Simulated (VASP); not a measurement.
# BeS (Fm-3m) in VASP: further runs

The runs below take BeS through single point, relaxation of cell and atoms, with PBE.

All numbers are computed with VASP 6.6.1; they aren't measurements. Logs are shortened: lines on timing, memory, paths and dates and some standing lists are left out, and cuts for length are marked.

## Step 1: The cell of the first run

Symmetry: Fm-3m, No. 225, cubic system. Conventional cell: a = 4.629 Å, b = 4.629 Å, c = 4.629 Å, α = 90.00°, β = 90.00°, γ = 90.00°. Within 3.1 Å of Be (site symmetry m-3m) lie 6 S at 2.31 Å. Within 3.1 Å of S (site symmetry m-3m) lie 6 Be at 2.31 Å.

## Step 2: Single point, PBE

File INCAR:

```
  ALGO = Normal
  EDIFF = 1E-7
  ENCUT = 520
  GGA = PE
  ISIF = 2
  ISMEAR = 0
  LASPH = True
  LCHARG = False
  LREAL = False
  LWAVE = False
  NBANDS = 11
  NELM = 60
  PREC = Accurate
  SIGMA = 0.02
```

File KPOINTS:

```
k-points
0
Gamma
  10 10 10
```

File POSCAR:

```
BeS
1.0
    0.0000000000      2.3146209131      2.3146209131
    2.3146209131      0.0000000000      2.3146209131
    2.3146209131      2.3146209131      0.0000000000
Be S
1 1
Direct
    0.5000000000      0.5000000000      0.5000000000
    0.0000000000      0.0000000000      0.0000000000
```

Potentials or basis: VASP PAW PBE potentials, release 64 (Be, S).

Command:

```console
cat potpaw_PBE.64/Be/POTCAR potpaw_PBE.64/S/POTCAR > POTCAR
mpirun -np 1 vasp_std > vasp.out
```

OUTCAR:

```text
EDIFF = 1E-7
   ENCUT = 520
   GGA = PE
   ISIF = 2
   ISMEAR = 0
   LASPH = True
   LREAL = False
   NELM = 60
   PREC = Accurate

 ion  position               nearest neighbor table
   1  0.500  0.500  0.500-   2 2.31   2 2.31   2 2.31   2 2.31   2 2.31   2 2.31
   2  0.000  0.000  0.000-   1 2.31   1 2.31   1 2.31   1 2.31   1 2.31   1 2.31

  LATTYP: Found a face centered cubic cell.
 ALAT       =     4.6292418262

  Lattice vectors:

 A1 = (   0.0000000000,   2.3146209131,   2.3146209131)
 A2 = (   2.3146209131,   0.0000000000,   2.3146209131)
 A3 = (   2.3146209131,   2.3146209131,   0.0000000000)

Analysis of symmetry for initial positions (statically):
=====================================================================
 Subroutine PRICEL returns:
 Original cell was already a primitive cell.

 Routine SETGRP: Setting up the symmetry group for a
 face centered cubic supercell.

 Subroutine GETGRP returns: Found 48 space group operations
 (whereof 48 operations were pure point group operations)
 out of a pool of 48 trial point group operations.

The static configuration has the point symmetry O_h .

Analysis of symmetry for dynamics (positions and initial velocities):
=====================================================================
 Subroutine PRICEL returns:
 Original cell was already a primitive cell.

 Routine SETGRP: Setting up the symmetry group for a
 face centered cubic supercell.

 Subroutine GETGRP returns: Found 48 space group operations
 (whereof 48 operations were pure point group operations)
 out of a pool of 48 trial point group operations.

The dynamic configuration has the point symmetry O_h .

 Subroutine INISYM returns: Found 48 space group operations
 (whereof 48 operations are pure point group operations),
 and found     1 'primitive' translations

----------------------------------------------------------------------------------------

                                     Primitive cell

  volume of cell :      24.8010

  direct lattice vectors                    reciprocal lattice vectors
     0.000000000  2.314620913  2.314620913    -0.216018095  0.216018095  0.216018095
     2.314620913  0.000000000  2.314620913     0.216018095 -0.216018095  0.216018095
     2.314620913  2.314620913  0.000000000     0.216018095  0.216018095 -0.216018095

  length of vectors
     3.273368287  3.273368287  3.273368287     0.374154316  0.374154316  0.374154316

  position of ions in fractional coordinates (direct lattice)
     0.500000000  0.500000000  0.500000000
     0.000000000  0.000000000  0.000000000

  ion indices of the primitive-cell ions
   primitive index   ion index
                 1           1
                 2           2

----------------------------------------------------------------------------------------

 KPOINTS: k-points

Automatic generation of k-mesh.
 Grid dimensions read from file:
 generate k-points for:   10   10   10

 Generating k-lattice:

  Cartesian coordinates                     Fractional coordinates (reciprocal lattice)
    -0.021601809  0.021601809  0.021601809     0.100000000  0.000000000  0.000000000
     0.021601809 -0.021601809  0.021601809     0.000000000  0.100000000  0.000000000
     0.021601809  0.021601809 -0.021601809     0.000000000  0.000000000  0.100000000

  Length of vectors
     0.037415432  0.037415432  0.037415432

  Shift w.r.t. Gamma in fractional coordinates (k-lattice)
     0.000000000  0.000000000  0.000000000

 Subroutine IBZKPT returns following result:
 ===========================================

 Found     47 irreducible k-points:

 Following reciprocal coordinates:
            Coordinates               Weight
  0.000000  0.000000  0.000000      1.000000
  0.100000  0.000000  0.000000      8.000000
  0.200000  0.000000  0.000000      8.000000
  0.300000  0.000000  0.000000      8.000000
  0.400000  0.000000  0.000000      8.000000
  0.500000  0.000000  0.000000      4.000000
[... 16 lines left out ...]
  0.300000  0.300000  0.000000      6.000000
  0.400000  0.300000  0.000000     24.000000
 [... further k-points ...]
   k-points           NKPTS =     47   k-points in BZ     NKDIM =     47   number of bands    NBANDS=     11
   number of dos      NEDOS =    301   number of ions     NIONS =      2
   total plane-waves  NPLWV =  13824
   dimension x,y,z NGX =    24 NGY =   24 NGZ =   24
   dimension x,y,z NGXF=    48 NGYF=   48 NGZF=   48
   ions per type =               1   1
   NGX,Y,Z   is equivalent  to a cutoff of  12.19, 12.19, 12.19 a.u.
   NGXF,Y,Z  is equivalent  to a cutoff of  24.38, 24.38, 24.38 a.u.
 SYSTEM =  unknown system
   PREC   = accura    normal or accurate (medium, high low for compatibility)
   ISTART =      0    job   : 0-new  1-cont  2-samecut
   ICHARG =      2    charge: 1-file 2-atom 10-const
   ISPIN  =      1    spin polarized calculation?
   LNONCOLLINEAR =      F non collinear calculations
   LSORBIT =      F    spin-orbit coupling
   LASPH  =      T    aspherical Exc in radial PAW
   ENCUT  =  520.0 eV  38.22 Ry    6.18 a.u.   6.09  6.09  6.09*2*pi/ulx,y,z
   NELM   =     60;   NELMIN=  2; NELMDL= -5     # of ELM steps
   EDIFF  = 0.1E-06   stopping-criterion for ELM
   LREAL  =      F    real-space projection
   EDIFFG = 0.1E-05   stopping-criterion for IOM
   NSW    =      0    number of steps for IOM
   IBRION =     -1    ionic relax: 0-MD 1-quasi-New 2-CG
   NFREE  =      0    steps in history (QN), initial steepest desc. (CG)
   ISIF   =      2    stress and relaxation
   ISYM   =      2    0-nonsym 1-usesym 2-fastsym
   POTIM  = 0.5000    time-step for ionic-motion
   TEBEG  =    0.0;   TEEND  =   0.0 temperature during run
   PSTRESS=    0.0 pullay stress
   NELECT =       8.0000    total number of electrons
   NUPDOWN=      -1.0000    fix difference up-down
   EMIN   =  10.00;   EMAX   =-10.00  energy-range for DOS
   EFERMI =   0.00;   METHOD = LEGACY
   ISMEAR =     0;   SIGMA  =   0.02  broadening in eV -4-tet -1-fermi 0-gaus
   EFERMI_NEDOS =   21; number of points for ismear=-14 and -15
   IALGO  =     38    algorithm
   IMIX   =      4    mixing-type and parameters
     AMIX     =   0.40;   BMIX     =  1.00
     AMIX_MAG =   1.60;   BMIX_MAG =  1.00
  volume/ion in A,a.u.               =      12.40        83.68
  Fermi-wavevector in a.u.,A,eV,Ry     =   1.122746  2.121683 17.150949  1.260559
  Thomas-Fermi vector in A             =   2.259408
   LORBIT       =      0    0 simple, 1 ext, 2 COOP (PROOUT), +10 PAW based schemes
   GGA     = PE    functional components
   LHFCALC =     F    Hartree Fock is set to
   AEXX    =    0.0000 exact exchange contribution
   IVDW    =     0    specifies the selected vdW correction
   LEPSILON=     F    determine dielectric tensor
   LRPA    =     F    only Hartree local field effects (RPA)
 non-spin polarized calculation
 Gauss-broadening in eV      SIGMA  =   0.02
  energy-cutoff  :      520.00
  volume of cell :       24.80
 maximum number of plane-waves:       692
   NGX = 13   NGY = 13   NGZ = 13

 number of electron       7.9999999 magnetization

 Free energy of the ion-electron system (eV)
  ---------------------------------------------------
  ext. energy  EPLUGINS =         0.00000000
  ---------------------------------------------------
  free energy    TOTEN  =        -8.89464989 eV

  energy without entropy =       -8.89464989  energy(sigma->0) =       -8.89464989

 E-fermi :   6.7193     XC(G=0): -10.6224

 val. band max:        6.5858760918   @ k =  -0.2000   0.1000   0.0000
 cond. band min:       7.6180230808   @ k =   0.5000   0.5000   0.0000
 fundamental gap:      1.0321469890
 Fermi energy:         6.7193008994

 k-point     1 :       0.0000    0.0000    0.0000
  band No.  band energies     occupation
      1      -8.4817      2.00000
      2       6.3355      2.00000
      3       6.3355      2.00000
      4       6.3355      2.00000
      5      11.9604      0.00000
      6      15.4651      0.00000
      7      15.4651      0.00000
      8      15.4651      0.00000
      9      16.2393      0.00000
     10      16.2393      0.00000
     11      16.2393      0.00000

 k-point     2 :       0.1000    0.0000    0.0000
  band No.  band energies     occupation
      1      -8.3335      2.00000
      2       5.4129      2.00000
      3       6.2929      2.00000
      4       6.2929      2.00000
      5      12.3543      0.00000
      6      14.8078      0.00000
      7      14.8078      0.00000
      8      15.0414      0.00000
      9      16.0075      0.00000
     10      16.0075      0.00000
     11      16.6892      0.00000

 k-point     3 :       0.2000    0.0000    0.0000
  band No.  band energies     occupation
      1      -7.9044      2.00000
      2       3.5318      2.00000
      3       6.2038      2.00000
      4       6.2038      2.00000
      5      12.1373      0.00000
      6      13.1362      0.00000
      7      13.1362      0.00000
      8      15.7300      0.00000
      9      17.0834      0.00000
     10      17.0834      0.00000
     11      17.1688      0.00000

 k-point     4 :       0.3000    0.0000    0.0000
  band No.  band energies     occupation
      1      -7.2553      2.00000
      2       1.5845      2.00000
      3       6.1377      2.00000
      4       6.1377      2.00000
      5      11.4455      0.00000
      6      11.7731      0.00000
      7      11.7731      0.00000
      8      16.5855      0.00000
      9      18.3709      0.00000
     10      18.7744      0.00000
     11      18.7744      0.00000

 k-point     5 :       0.4000    0.0000    0.0000
  band No.  band energies     occupation
      1      -6.5580      2.00000
      2       0.0383      2.00000
      3       6.1213      2.00000
      4       6.1213      2.00000
      5      10.8846      0.00000
      6      10.8846      0.00000
      7      10.9472      0.00000
      8      16.8047      0.00000
      9      20.4437      0.00000
     10      20.8149      0.00000
     11      20.8149      0.00000
[... 211 lines left out ...]
 k-point    21 :      -0.3000    0.2000    0.0000
  band No.  band energies     occupation
      1      -6.3490      2.00000
      2       0.9136      2.00000
      3       3.0318      2.00000
      4       5.8920      2.00000
      5      10.5443      0.00000
      6      11.5391      0.00000
      7      14.4043      0.00000
      8      16.7133      0.00000
      9      18.8904      0.00000
     10      19.3124      0.00000
     11      22.0419      0.00000

 k-point    22 :      -0.2000    0.2000    0.0000
  band No.  band energies     occupation
      1      -7.0240      2.00000
      2       2.1523      2.00000
      3       3.5388      2.00000
      4       6.4526      2.00000
      5      11.3529      0.00000
      6      11.3697      0.00000
      7      14.9235      0.00000
      8      15.0008      0.00000
      9      17.5114      0.00000
     10      18.5847      0.00000
     11      22.2679      0.00000

 k-point    23 :       0.3000    0.3000    0.0000
  band No.  band energies     occupation
      1      -6.7935      2.00000
      2       2.4891      2.00000
      3       4.2242      2.00000
      4       4.2242      2.00000
      5       8.9025      0.00000
      6      11.9690      0.00000
      7      16.9049      0.00000
      8      16.9450      0.00000
      9      16.9450      0.00000
     10      20.5084      0.00000
     11      22.5065      0.00000

 k-point    24 :       0.4000    0.3000    0.0000
  band No.  band energies     occupation
      1      -6.2096      2.00000
      2       1.4180      2.00000
      3       3.5931      2.00000
      4       4.0042      2.00000
      5       8.6191      0.00000
      6      12.0747      0.00000
      7      16.3913      0.00000
      8      16.7697      0.00000
      9      18.4240      0.00000
     10      22.1898      0.00000
     11      23.7851      0.00000

 [... further k-points ...]

------------------------ aborting loop because EDIFF is reached ----------------------------------------

  FORCE on cell =-STRESS in cart. coord.  units (eV):
  Direction    XX          YY          ZZ          XY          YZ          ZX
  --------------------------------------------------------------------------------------
  -------------------------------------------------------------------------------------
  Total       -0.0112337     -0.0112337     -0.0112337     -0.0000000      0.0000000      0.0000000
  in kB       -0.7257124     -0.7257124     -0.7257124     -0.0000000      0.0000000      0.0000000
  external PRESSURE =      -0.7257124 kB  Pullay stress =       0.0000000 kB

 VOLUME and BASIS-vectors are now :
 -----------------------------------------------------------------------------
  energy-cutoff  :      520.00
  volume of cell :       24.80
      direct lattice vectors                 reciprocal lattice vectors
     0.000000000  2.314620913  2.314620913    -0.216018095  0.216018095  0.216018095
     2.314620913  0.000000000  2.314620913     0.216018095 -0.216018095  0.216018095
     2.314620913  2.314620913  0.000000000     0.216018095  0.216018095 -0.216018095

 POSITION                                       TOTAL-FORCE (eV/Angst)
 -----------------------------------------------------------------------------------
      2.31462      2.31462      2.31462         0.000000      0.000000      0.000000
      0.00000      0.00000      0.00000        -0.000000     -0.000000     -0.000000
 -----------------------------------------------------------------------------------
    total drift:                                0.000000     -0.000000     -0.000000

  FREE ENERGIE OF THE ION-ELECTRON SYSTEM (eV)
  ---------------------------------------------------
  free  energy   TOTEN  =        -8.8946498948 eV

  energy  without entropy=       -8.8946498948  energy(sigma->0) =       -8.89464989
```

Run time: 4.6 s. Hardware: 1 thread of Intel Xeon 6975P-C (Granite Rapids), shared host; peak memory 0.13 GiB.

What came out:

- Free energy: -8.8946 eV
- Pressure: -0.1 GPa
- Band gap on the k mesh: 1.03 eV, indirect (least direct gap 4.17 eV)

A k mesh can miss the band edges. Expect the measured gap to be larger: semilocal functionals such as PBE lack the derivative discontinuity.

(Continued in part 2 of 2.)
